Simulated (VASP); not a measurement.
# TiO2 (Pbcn) in VASP: notebook

The runs below take TiO2 through single point, with PBE.

Program: VASP 6.6.1. These are calculated values, not measurements. Logs are shortened: lines on timing, memory, paths and dates and some standing lists are left out, and cuts for length are marked.

**1. The cell of the first run**

It takes space group Pbcn (No. 60, orthorhombic). The conventional cell has a = 4.515 Å, b = 5.497 Å, c = 4.939 Å, α = 90.00°, β = 90.00°, γ = 90.00°. Ti (site symmetry 2) has 6 O at 1.87 to 2.09 Å within 2.5 Å. O (site symmetry 1) has 3 Ti at 1.87 to 2.09 Å within 2.5 Å.

**2. Single point, PBE**

INCAR reads:

```
SYSTEM = TiO2
PREC = Accurate
ENCUT = 520
EDIFF = 1E-7
ISMEAR = -1
SIGMA = 0.02
LREAL = .FALSE.
LASPH = .TRUE.
NELM = 100
ALGO = Normal
ISIF = 2
LWAVE = .FALSE.
LCHARG = .FALSE.
GGA = PE
NBANDS = 60
```

KPOINTS reads:

```
regular mesh
0
G
  4 4 4
  0 0 0
```

POSCAR reads:

```
TiO2
1.0
    4.5150000000      0.0000000000      0.0000000000
    0.0000000000      5.4970000000      0.0000000000
    0.0000000000      0.0000000000      4.9390000000
Ti O
4 8
Direct
    0.0000000000      0.1745282651      0.2500000000
    0.5000000000      0.3254717349      0.7500000000
    0.0000000000      0.8254717349      0.7500000000
    0.5000000000      0.6745282651      0.2500000000
    0.2703989251      0.3819135221      0.4196927462
    0.2296010749      0.1180864779      0.9196927462
    0.7703989251      0.1180864779      0.5803072538
    0.7296010749      0.3819135221      0.0803072538
    0.7296010749      0.6180864779      0.5803072538
    0.7703989251      0.8819135221      0.0803072538
    0.2296010749      0.8819135221      0.4196927462
    0.2703989251      0.6180864779      0.9196927462
```

Potentials or basis: VASP PAW PBE potentials, release 64 (Ti_sv, O).

Run with:

```
> cat potpaw_PBE.64/Ti_sv/POTCAR potpaw_PBE.64/O/POTCAR > POTCAR
> mpirun -np 1 vasp_std > vasp.out
```

OUTCAR:

```text
SYSTEM = TiO2
   PREC = Accurate
   ENCUT = 520
   EDIFF = 1E-7
   ISMEAR = -1
   LREAL = .FALSE.
   LASPH = .TRUE.
   NELM = 100
   ISIF = 2
   GGA = PE

 ion  position               nearest neighbor table
   1  0.000  0.175  0.250-   5 1.87   8 1.87   7 1.96   6 1.96  10 2.09  11 2.09
   2  0.500  0.325  0.750-   6 1.87   7 1.87   5 1.96   8 1.96   9 2.09  12 2.09
   3  0.000  0.825  0.750-   9 1.87  12 1.87  11 1.96  10 1.96   6 2.09   7 2.09
   4  0.500  0.675  0.250-  10 1.87  11 1.87   9 1.96  12 1.96   5 2.09   8 2.09
   5  0.270  0.382  0.420-   1 1.87   2 1.96   4 2.09
   6  0.230  0.118  0.920-   2 1.87   1 1.96   3 2.09
   7  0.770  0.118  0.580-   2 1.87   1 1.96   3 2.09
   8  0.730  0.382  0.080-   1 1.87   2 1.96   4 2.09
   9  0.730  0.618  0.580-   3 1.87   4 1.96   2 2.09
  10  0.770  0.882  0.080-   4 1.87   3 1.96   1 2.09
  11  0.230  0.882  0.420-   4 1.87   3 1.96   1 2.09
  12  0.270  0.618  0.920-   3 1.87   4 1.96   2 2.09

  LATTYP: Found a simple orthorhombic cell.
 ALAT       =     4.5150000000
 B/A-ratio  =     1.0939091916
 C/A-ratio  =     1.2174972315

  Lattice vectors:

 A1 = (  -4.5150000000,   0.0000000000,   0.0000000000)
 A2 = (   0.0000000000,   0.0000000000,   4.9390000000)
 A3 = (   0.0000000000,   5.4970000000,   0.0000000000)

Analysis of symmetry for initial positions (statically):
=====================================================================
 Subroutine PRICEL returns:
 Original cell was already a primitive cell.

 Routine SETGRP: Setting up the symmetry group for a
 simple orthorhombic supercell.

 Subroutine GETGRP returns: Found  8 space group operations
 (whereof  2 operations were pure point group operations)
 out of a pool of  8 trial point group operations.

The static configuration has the point symmetry S_2 .
 The point group associated with its full space group is D_2h.

Analysis of symmetry for dynamics (positions and initial velocities):
=====================================================================
 Subroutine PRICEL returns:
 Original cell was already a primitive cell.

 Routine SETGRP: Setting up the symmetry group for a
 simple orthorhombic supercell.

 Subroutine GETGRP returns: Found  8 space group operations
 (whereof  2 operations were pure point group operations)
 out of a pool of  8 trial point group operations.

The dynamic configuration has the point symmetry S_2 .
 The point group associated with its full space group is D_2h.

 Subroutine INISYM returns: Found  8 space group operations
 (whereof  2 operations are pure point group operations),
 and found     1 'primitive' translations

----------------------------------------------------------------------------------------

                                     Primitive cell

  volume of cell :     122.5808

  direct lattice vectors                    reciprocal lattice vectors
     4.515000000  0.000000000  0.000000000     0.221483942  0.000000000  0.000000000
     0.000000000  5.497000000  0.000000000     0.000000000  0.181917409  0.000000000
     0.000000000  0.000000000  4.939000000     0.000000000  0.000000000  0.202470136

  length of vectors
     4.515000000  5.497000000  4.939000000     0.221483942  0.181917409  0.202470136

  position of ions in fractional coordinates (direct lattice)
     0.000000000  0.174528265  0.250000000
     0.500000000  0.325471735  0.750000000
     0.000000000  0.825471735  0.750000000
     0.500000000  0.674528265  0.250000000
     0.270398925  0.381913522  0.419692746
     0.229601075  0.118086478  0.919692746
     0.770398925  0.118086478  0.580307254
     0.729601075  0.381913522  0.080307254
     0.729601075  0.618086478  0.580307254
     0.770398925  0.881913522  0.080307254
     0.229601075  0.881913522  0.419692746
     0.270398925  0.618086478  0.919692746

  ion indices of the primitive-cell ions
   primitive index   ion index
                 1           1
                 2           2
                 3           3
                 4           4
                 5           5
                 6           6
                 7           7
                 8           8
                 9           9
                10          10
                11          11
                12          12

----------------------------------------------------------------------------------------

 KPOINTS: regular mesh

Automatic generation of k-mesh.
 Grid dimensions read from file:
 generate k-points for:    4    4    4

 Generating k-lattice:

  Cartesian coordinates                     Fractional coordinates (reciprocal lattice)
     0.055370986  0.000000000  0.000000000     0.250000000  0.000000000  0.000000000
     0.000000000  0.045479352  0.000000000     0.000000000  0.250000000  0.000000000
     0.000000000  0.000000000  0.050617534     0.000000000  0.000000000  0.250000000

  Length of vectors
     0.055370986  0.045479352  0.050617534

  Shift w.r.t. Gamma in fractional coordinates (k-lattice)
     0.000000000  0.000000000  0.000000000

 Subroutine IBZKPT returns following result:
 ===========================================

 Found     27 irreducible k-points:

 Following reciprocal coordinates:
            Coordinates               Weight
  0.000000  0.000000  0.000000      1.000000
  0.250000  0.000000  0.000000      2.000000
  0.500000  0.000000  0.000000      1.000000
  0.000000  0.250000  0.000000      2.000000
  0.250000  0.250000  0.000000      4.000000
  0.500000  0.250000  0.000000      2.000000
[... 16 lines left out ...]
  0.250000  0.250000  0.500000      4.000000
  0.500000  0.250000  0.500000      2.000000
 [... further k-points ...]
   k-points           NKPTS =     27   k-points in BZ     NKDIM =     27   number of bands    NBANDS=     60
   number of dos      NEDOS =    301   number of ions     NIONS =     12
   total plane-waves  NPLWV =  60480
   dimension x,y,z NGX =    36 NGY =   42 NGZ =   40
   dimension x,y,z NGXF=    72 NGYF=   84 NGZF=   80
   ions per type =               4   8
   NGX,Y,Z   is equivalent  to a cutoff of  13.26, 12.70, 13.46 a.u.
   NGXF,Y,Z  is equivalent  to a cutoff of  26.51, 25.40, 26.93 a.u.
 SYSTEM =  TiO2
   PREC   = accura    normal or accurate (medium, high low for compatibility)
   ISTART =      0    job   : 0-new  1-cont  2-samecut
   ICHARG =      2    charge: 1-file 2-atom 10-const
   ISPIN  =      1    spin polarized calculation?
   LNONCOLLINEAR =      F non collinear calculations
   LSORBIT =      F    spin-orbit coupling
   LASPH  =      T    aspherical Exc in radial PAW
   ENCUT  =  520.0 eV  38.22 Ry    6.18 a.u.   8.39 10.22  9.18*2*pi/ulx,y,z
   NELM   =    100;   NELMIN=  2; NELMDL= -5     # of ELM steps
   EDIFF  = 0.1E-06   stopping-criterion for ELM
   LREAL  =      F    real-space projection
   EDIFFG = 0.1E-05   stopping-criterion for IOM
   NSW    =      0    number of steps for IOM
   IBRION =     -1    ionic relax: 0-MD 1-quasi-New 2-CG
   NFREE  =      0    steps in history (QN), initial steepest desc. (CG)
   ISIF   =      2    stress and relaxation
   ISYM   =      2    0-nonsym 1-usesym 2-fastsym
   POTIM  = 0.5000    time-step for ionic-motion
   TEBEG  =    0.0;   TEEND  =   0.0 temperature during run
   PSTRESS=    0.0 pullay stress
   NELECT =      96.0000    total number of electrons
   NUPDOWN=      -1.0000    fix difference up-down
   EMIN   =  10.00;   EMAX   =-10.00  energy-range for DOS
   EFERMI =   0.00;   METHOD = LEGACY
   ISMEAR =    -1;   SIGMA  =   0.02  broadening in eV -4-tet -1-fermi 0-gaus
   EFERMI_NEDOS =   21; number of points for ismear=-14 and -15
   IALGO  =     38    algorithm
   IMIX   =      4    mixing-type and parameters
     AMIX     =   0.40;   BMIX     =  1.00
     AMIX_MAG =   1.60;   BMIX_MAG =  1.00
  volume/ion in A,a.u.               =      10.22        68.93
  Fermi-wavevector in a.u.,A,eV,Ry     =   1.509006  2.851609 30.981829  2.277100
  Thomas-Fermi vector in A             =   2.619386
   LORBIT       =      0    0 simple, 1 ext, 2 COOP (PROOUT), +10 PAW based schemes
   GGA     = PE    functional components
   LHFCALC =     F    Hartree Fock is set to
   AEXX    =    0.0000 exact exchange contribution
   IVDW    =     0    specifies the selected vdW correction
   LEPSILON=     F    determine dielectric tensor
   LRPA    =     F    only Hartree local field effects (RPA)
 non-spin polarized calculation
  energy-cutoff  :      520.00
  volume of cell :      122.58
 maximum number of plane-waves:      3320
 NGX is ok and might be reduce to    36
   NGX = 17   NGY = 21   NGZ = 19

 number of electron      96.0000011 magnetization

 Free energy of the ion-electron system (eV)
  ---------------------------------------------------
  ext. energy  EPLUGINS =         0.00000000
  ---------------------------------------------------
  free energy    TOTEN  =      -107.33339487 eV

  energy without entropy =     -107.33339487  energy(sigma->0) =     -107.33339487

 E-fermi :   5.3104     XC(G=0): -11.5509

 val. band max:        4.7115335749   @ k =   0.0000   0.0000   0.0000
 cond. band min:       7.3215055453   @ k =   0.0000   0.0000   0.5000
 fundamental gap:      2.6099719704
 Fermi energy:         5.3104354919

 k-point     1 :       0.0000    0.0000    0.0000
  band No.  band energies     occupation
      1     -51.7253      2.00000
      2     -51.7025      2.00000
      3     -51.6962      2.00000
      4     -51.6908      2.00000
      5     -28.1653      2.00000
      6     -28.0913      2.00000
[... 52 lines left out ...]
     59       9.1131      0.00000
     60       9.4026      0.00000

 k-point     2 :       0.2500    0.0000    0.0000
  band No.  band energies     occupation
      1     -51.7220      2.00000
      2     -51.7058      2.00000
      3     -51.6954      2.00000
      4     -51.6916      2.00000
      5     -28.1407      2.00000
      6     -28.0766      2.00000
[... 52 lines left out ...]
     59       8.9194      0.00000
     60       9.0944      0.00000

 k-point     3 :       0.5000    0.0000    0.0000
  band No.  band energies     occupation
      1     -51.7139      2.00000
      2     -51.7139      2.00000
      3     -51.6934      2.00000
      4     -51.6934      2.00000
      5     -28.0813      2.00000
      6     -28.0813      2.00000
[... 1312 lines left out ...]
     59       9.0831      0.00000
     60       9.0831      0.00000

 k-point    24 :       0.5000    0.2500    0.5000
  band No.  band energies     occupation
      1     -51.7036      2.00000
      2     -51.7036      2.00000
      3     -51.7036      2.00000
      4     -51.7036      2.00000
      5     -28.1042      2.00000
      6     -28.1042      2.00000
[... 52 lines left out ...]
     59       8.6938      0.00000
     60       8.6938      0.00000

 [... further k-points ...]
[... 5 lines left out ...]
  --------------------------------------------------------------------------------------
  -------------------------------------------------------------------------------------
  Total        5.3594170      5.1005095      3.0781357      0.0000000      0.0000000      0.0000000
  in kB       70.0495921     66.6655747     40.2323888      0.0000000      0.0000000      0.0000000
  external PRESSURE =      58.9825186 kB  Pullay stress =       0.0000000 kB

 VOLUME and BASIS-vectors are now :
 -----------------------------------------------------------------------------
  energy-cutoff  :      520.00
  volume of cell :      122.58
      direct lattice vectors                 reciprocal lattice vectors
     4.515000000  0.000000000  0.000000000     0.221483942  0.000000000  0.000000000
     0.000000000  5.497000000  0.000000000     0.000000000  0.181917409  0.000000000
     0.000000000  0.000000000  4.939000000     0.000000000  0.000000000  0.202470136

 POSITION                                       TOTAL-FORCE (eV/Angst)
 -----------------------------------------------------------------------------------
      0.00000      0.95938      1.23475         0.000000     -0.034952      0.000000
      2.25750      1.78912      3.70425         0.000000      0.034952      0.000000
      0.00000      4.53762      3.70425         0.000000      0.034952      0.000000
      2.25750      3.70788      1.23475         0.000000     -0.034952      0.000000
      1.22085      2.09938      2.07286         0.010286      0.027285      0.001117
      1.03665      0.64912      4.54236        -0.010286     -0.027285      0.001117
      3.47835      0.64912      2.86614         0.010286     -0.027285     -0.001117
      3.29415      2.09938      0.39664        -0.010286      0.027285     -0.001117
      3.29415      3.39762      2.86614        -0.010286     -0.027285     -0.001117
      3.47835      4.84788      0.39664         0.010286      0.027285     -0.001117
      1.03665      4.84788      2.07286        -0.010286      0.027285      0.001117
      1.22085      3.39762      4.54236         0.010286     -0.027285      0.001117
 -----------------------------------------------------------------------------------
    total drift:                               -0.000000     -0.000000      0.000000

  FREE ENERGIE OF THE ION-ELECTRON SYSTEM (eV)
  ---------------------------------------------------
  free  energy   TOTEN  =      -107.3333948696 eV

  energy  without entropy=     -107.3333948696  energy(sigma->0) =     -107.33339487
```

Run time: 2 min. Hardware: 1 thread of AMD EPYC 9R45 (Zen 5), shared host; peak memory 0.28 GiB.

Results:

```yaml
Free_energy: -107.3334 eV
Pressure: 5.9 GPa
Largest_force: 0.035 eV/Å
Band_gap_on_the_k_mesh: 2.61 eV, indirect (least direct gap 2.64 eV)
```

Forces in eV/Å, atoms in the order of the input:
```
Ti   0.000 -0.035  0.000
Ti   0.000  0.035  0.000
Ti   0.000  0.035  0.000
Ti   0.000 -0.035  0.000
O    0.010  0.027  0.001
O   -0.010 -0.027  0.001
O    0.010 -0.027 -0.001
O   -0.010  0.027 -0.001
O   -0.010 -0.027 -0.001
O    0.010  0.027 -0.001
O   -0.010  0.027  0.001
O    0.010 -0.027  0.001
```

Stress tensor (GPa, compression positive):
```
7.00 0.00 0.00
0.00 6.67 0.00
0.00 0.00 4.02
```

A k mesh can miss the band edges. Expect the measured gap to be larger: semilocal functionals such as PBE lack the derivative discontinuity.

(Continued in part 2 of 2.)
